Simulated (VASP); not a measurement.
# InSe2 (P4/nmm) in VASP: further runs, part 3 of 3

VASP 6.6.1.

### Step 6. Single point, PBEsol

INCAR

```
SYSTEM = InSe2
  PREC = Accurate
  ENCUT = 520
  EDIFF = 1E-7
  ISMEAR = 0
  SIGMA = 0.1
  LREAL = .False.
  LASPH = .True.
  NELM = 100
  ALGO = Normal
  ISIF = 2
  LWAVE = .False.
  LCHARG = .False.
  GGA = PS
  NBANDS = 34
```

KPOINTS

```
Automatic mesh
0
Gamma
  8 8 4
  0 0 0
```

POSCAR

```
InSe2
1.0
    3.8948930000      0.0000000000      0.0000000000
    0.0000000000      3.8948930000      0.0000000000
    0.0000000000      0.0000000000      9.6262310000
In Se
2 4
Direct
    0.0000000000      0.5000000000      0.7064680000
    0.5000000000      0.0000000000      0.2935320000
    0.0000000000      0.5000000000      0.3662120000
    0.5000000000      0.0000000000      0.6337880000
    0.0000000000      0.0000000000      0.0000000000
    0.5000000000      0.5000000000      0.0000000000
```

Potentials or basis: VASP PAW PBE potentials, release 64 (In_d, Se).

On the command line:

```
> cat potpaw_PBE.64/In_d/POTCAR potpaw_PBE.64/Se/POTCAR > POTCAR
> mpirun -np 1 vasp_std > vasp.out
```

OUTCAR:

```text
SYSTEM = InSe2
   PREC = Accurate
   ENCUT = 520
   EDIFF = 1E-7
   ISMEAR = 0
   LREAL = .False.
   LASPH = .True.
   NELM = 100
   ISIF = 2
   GGA = PS

 ion  position               nearest neighbor table
   1  0.000  0.500  0.706-   4 2.84   4 2.84   4 2.84   4 2.84   3 3.28
   2  0.500  0.000  0.294-   3 2.84   3 2.84   3 2.84   3 2.84   4 3.28
   3  0.000  0.500  0.366-   2 2.84   2 2.84   2 2.84   2 2.84   1 3.28
   4  0.500  0.000  0.634-   1 2.84   1 2.84   1 2.84   1 2.84   2 3.28
   5  0.000  0.000  0.000-   6 2.75   6 2.75   6 2.75   6 2.75
   6  0.500  0.500  0.000-   5 2.75   5 2.75   5 2.75   5 2.75

  LATTYP: Found a simple tetragonal cell.
 ALAT       =     3.8948930000
 C/A-ratio  =     2.4715007575

  Lattice vectors:

 A1 = (   3.8948930000,   0.0000000000,   0.0000000000)
 A2 = (   0.0000000000,   3.8948930000,   0.0000000000)
 A3 = (   0.0000000000,   0.0000000000,   9.6262310000)

Analysis of symmetry for initial positions (statically):
=====================================================================
 Subroutine PRICEL returns:
 Original cell was already a primitive cell.

 Routine SETGRP: Setting up the symmetry group for a
 simple tetragonal supercell.

 Subroutine GETGRP returns: Found 16 space group operations
 (whereof  8 operations were pure point group operations)
 out of a pool of 16 trial point group operations.

The static configuration has the point symmetry D_2d.
 The point group associated with its full space group is D_4h.

Analysis of symmetry for dynamics (positions and initial velocities):
=====================================================================
 Subroutine PRICEL returns:
 Original cell was already a primitive cell.

 Routine SETGRP: Setting up the symmetry group for a
 simple tetragonal supercell.

 Subroutine GETGRP returns: Found 16 space group operations
 (whereof  8 operations were pure point group operations)
 out of a pool of 16 trial point group operations.

The dynamic configuration has the point symmetry D_2d.
 The point group associated with its full space group is D_4h.

 Subroutine INISYM returns: Found 16 space group operations
 (whereof  8 operations are pure point group operations),
 and found     1 'primitive' translations

----------------------------------------------------------------------------------------

                                     Primitive cell

  volume of cell :     146.0318

  direct lattice vectors                    reciprocal lattice vectors
     3.894893000  0.000000000  0.000000000     0.256746463  0.000000000  0.000000000
     0.000000000  3.894893000  0.000000000     0.000000000  0.256746463  0.000000000
     0.000000000  0.000000000  9.626231000     0.000000000  0.000000000  0.103882818

  length of vectors
     3.894893000  3.894893000  9.626231000     0.256746463  0.256746463  0.103882818

  position of ions in fractional coordinates (direct lattice)
     0.000000000  0.500000000  0.706468000
     0.500000000  0.000000000  0.293532000
     0.000000000  0.500000000  0.366212000
     0.500000000  0.000000000  0.633788000
     0.000000000  0.000000000  0.000000000
[... 37 lines left out ...]
 Following reciprocal coordinates:
            Coordinates               Weight
  0.000000  0.000000  0.000000      1.000000
  0.125000  0.000000  0.000000      4.000000
  0.250000  0.000000  0.000000      4.000000
  0.375000  0.000000  0.000000      4.000000
  0.500000  0.000000  0.000000      2.000000
  0.125000  0.125000  0.000000      4.000000
[... 16 lines left out ...]
  0.375000  0.125000  0.250000     16.000000
  0.500000  0.125000  0.250000      8.000000
 [... further k-points ...]
   k-points           NKPTS =     45   k-points in BZ     NKDIM =     45   number of bands    NBANDS=     34
   number of dos      NEDOS =    301   number of ions     NIONS =      6
   total plane-waves  NPLWV =  64800
   dimension x,y,z NGX =    30 NGY =   30 NGZ =   72
   dimension x,y,z NGXF=    60 NGYF=   60 NGZF=  144
   ions per type =               2   4
   NGX,Y,Z   is equivalent  to a cutoff of  12.80, 12.80, 12.43 a.u.
   NGXF,Y,Z  is equivalent  to a cutoff of  25.61, 25.61, 24.87 a.u.
 SYSTEM =  InSe2
   PREC   = accura    normal or accurate (medium, high low for compatibility)
   ISTART =      0    job   : 0-new  1-cont  2-samecut
   ICHARG =      2    charge: 1-file 2-atom 10-const
   ISPIN  =      1    spin polarized calculation?
   LNONCOLLINEAR =      F non collinear calculations
   LSORBIT =      F    spin-orbit coupling
   LASPH  =      T    aspherical Exc in radial PAW
   ENCUT  =  520.0 eV  38.22 Ry    6.18 a.u.   7.24  7.24 17.90*2*pi/ulx,y,z
   NELM   =    100;   NELMIN=  2; NELMDL= -5     # of ELM steps
   EDIFF  = 0.1E-06   stopping-criterion for ELM
   LREAL  =      F    real-space projection
   EDIFFG = 0.1E-05   stopping-criterion for IOM
   NSW    =      0    number of steps for IOM
   IBRION =     -1    ionic relax: 0-MD 1-quasi-New 2-CG
   NFREE  =      0    steps in history (QN), initial steepest desc. (CG)
   ISIF   =      2    stress and relaxation
   ISYM   =      2    0-nonsym 1-usesym 2-fastsym
   POTIM  = 0.5000    time-step for ionic-motion
   TEBEG  =    0.0;   TEEND  =   0.0 temperature during run
   PSTRESS=    0.0 pullay stress
   NELECT =      50.0000    total number of electrons
   NUPDOWN=      -1.0000    fix difference up-down
   EMIN   =  10.00;   EMAX   =-10.00  energy-range for DOS
   EFERMI =   0.00;   METHOD = LEGACY
   ISMEAR =     0;   SIGMA  =   0.10  broadening in eV -4-tet -1-fermi 0-gaus
   EFERMI_NEDOS =   21; number of points for ismear=-14 and -15
   IALGO  =     38    algorithm
   IMIX   =      4    mixing-type and parameters
     AMIX     =   0.40;   BMIX     =  1.00
     AMIX_MAG =   1.60;   BMIX_MAG =  1.00
  volume/ion in A,a.u.               =      24.34       164.25
  Fermi-wavevector in a.u.,A,eV,Ry     =   1.145291  2.164286 17.846635  1.311691
  Thomas-Fermi vector in A             =   2.281980
   LORBIT       =      0    0 simple, 1 ext, 2 COOP (PROOUT), +10 PAW based schemes
   GGA     = PS    functional components
   LHFCALC =     F    Hartree Fock is set to
   AEXX    =    0.0000 exact exchange contribution
   IVDW    =     0    specifies the selected vdW correction
   LEPSILON=     F    determine dielectric tensor
   LRPA    =     F    only Hartree local field effects (RPA)
 non-spin polarized calculation
 Gauss-broadening in eV      SIGMA  =   0.10
  energy-cutoff  :      520.00
  volume of cell :      146.03
 maximum number of plane-waves:      3972
 NGX is ok and might be reduce to    30
   NGX = 15   NGY = 15   NGZ = 35

 number of electron      49.9999991 magnetization

 Free energy of the ion-electron system (eV)
  ---------------------------------------------------
  ext. energy  EPLUGINS =         0.00000000
  ---------------------------------------------------
  free energy    TOTEN  =       -22.69327544 eV

  energy without entropy =      -22.68837968  energy(sigma->0) =      -22.69082756

 E-fermi :   4.7941     XC(G=0): -10.0451

 val. band max:        4.7625153384   @ k =   0.1250   0.1250   0.2500
 cond. band min:       4.7964871859   @ k =   0.1250   0.1250   0.0000
 fundamental gap:      0.0339718474
 Fermi energy:         4.7941249884

 k-point     1 :       0.0000    0.0000    0.0000
  band No.  band energies     occupation
      1     -10.2311      2.00000
      2      -9.6448      2.00000
      3      -9.5852      2.00000
      4      -9.4379      2.00000
      5      -9.4346      2.00000
      6      -9.4005      2.00000
[... 877 lines left out ...]
     33      10.8290      0.00000
     34      10.8290      0.00000

 [... further k-points ...]

------------------------ aborting loop because EDIFF is reached ----------------------------------------

  FORCE on cell =-STRESS in cart. coord.  units (eV):
  Direction    XX          YY          ZZ          XY          YZ          ZX
  --------------------------------------------------------------------------------------
  -------------------------------------------------------------------------------------
  Total       -3.5976874     -3.5976874     -1.9187893      0.0000000     -0.0000000      0.0000000
  in kB      -39.4717760    -39.4717760    -21.0518632      0.0000000     -0.0000000      0.0000000
  external PRESSURE =     -33.3318050 kB  Pullay stress =       0.0000000 kB

 VOLUME and BASIS-vectors are now :
 -----------------------------------------------------------------------------
  energy-cutoff  :      520.00
  volume of cell :      146.03
      direct lattice vectors                 reciprocal lattice vectors
     3.894893000  0.000000000  0.000000000     0.256746463  0.000000000  0.000000000
     0.000000000  3.894893000  0.000000000     0.000000000  0.256746463  0.000000000
     0.000000000  0.000000000  9.626231000     0.000000000  0.000000000  0.103882818

 POSITION                                       TOTAL-FORCE (eV/Angst)
 -----------------------------------------------------------------------------------
      0.00000      1.94745      6.80062        -0.000000      0.000000     -0.150036
      1.94745      0.00000      2.82561         0.000000     -0.000000      0.150036
      0.00000      1.94745      3.52524        -0.000000     -0.000000     -0.032383
      1.94745      0.00000      6.10099        -0.000000     -0.000000      0.032383
      0.00000      0.00000      0.00000        -0.000000      0.000000      0.000000
      1.94745      1.94745      0.00000        -0.000000     -0.000000      0.000000
 -----------------------------------------------------------------------------------
    total drift:                                0.000000      0.000000      0.000000

  FREE ENERGIE OF THE ION-ELECTRON SYSTEM (eV)
  ---------------------------------------------------
  free  energy   TOTEN  =       -22.6932754378 eV

  energy  without entropy=      -22.6883796771  energy(sigma->0) =      -22.69082756
```

It took 94 s on 1 thread of Intel Xeon 6975P-C (Granite Rapids), shared host; peak memory 0.34 GiB.

Results:

```
Free energy            : -22.6933 eV
Pressure               : -3.3 GPa
Largest force          : 0.150 eV/Å
Band gap on the k mesh : zero (bands 25 and 26 overlap by 2.03 eV)
```

Forces in eV/Å, atoms in the order of the input:
```
In   0.000  0.000 -0.150
In   0.000  0.000  0.150
Se   0.000  0.000 -0.032
Se   0.000  0.000  0.032
Se   0.000  0.000  0.000
Se   0.000  0.000  0.000
```

Stress tensor (GPa, compression positive):
```
-3.95  0.00  0.00
 0.00 -3.95  0.00
 0.00  0.00 -2.11
```

Levels at points of the mesh, in eV from the Fermi level:
```
           k point  band 21  band 22  band 23  band 24  band 25  band 26  band 27  band 28  band 29  band 30
(0.00, 0.00, 0.00)    -2.20    -1.90    -1.55    -1.55     0.32     0.72     2.93     2.93     3.38     4.47
(0.50, 0.00, 0.00)    -1.76    -1.76    -1.19    -1.19    -0.79    -0.79     1.84     1.84     3.17     3.17
(0.50, 0.50, 0.00)    -3.45    -3.45    -1.40    -1.40    -0.90    -0.90     2.78     2.78     4.01     4.01
(0.00, 0.00, 0.50)    -2.26    -1.48    -1.48    -1.06     0.31     0.77     2.15     2.93     2.93     3.60
(0.50, 0.00, 0.50)    -1.54    -1.54    -0.82    -0.82    -0.80    -0.80     1.27     1.27     3.55     3.55
(0.50, 0.50, 0.50)    -3.29    -3.29    -1.65    -1.65    -1.28    -1.28     3.62     3.62     4.56     4.56
```

Caveat: the cell stands under tension; the PAW data sets were made with another functional, which shifts forces and pressure a little; spin-orbit coupling is left out, which moves the levels of the heavy elements.

### Step 7. Overview

| k mesh | cutoff (eV) | gap on the mesh (eV) | pressure (GPa) | largest force (eV/Å) |
| --- | --- | --- | --- | --- |
| 16 × 16 × 6 | 500 | none | -3.4 | 0.10 |
| 1 × 1 × 1 | 500 | - | 12.7 | 2.84 |
| 6 × 6 × 2, shifted | 520 | none | -3.2 | 0.14 |
| 8 × 8 × 4 | 520 | none | -3.3 | 0.15 |

Alike in all rows: task single point; level PBEsol; potentials or basis VASP PAW PBE potentials, release 64 (In_d, Se); no spin polarisation; cell as given; smearing gaussian 0.1 eV.

Caveats: some runs use coarse meshes; the PAW data sets were made with another functional, which shifts forces and pressure a little; spin-orbit coupling is left out, which moves the levels of the heavy elements; the cell stands under tension (at least some runs).

Absolute energies hang on the potentials; compare differences alone.
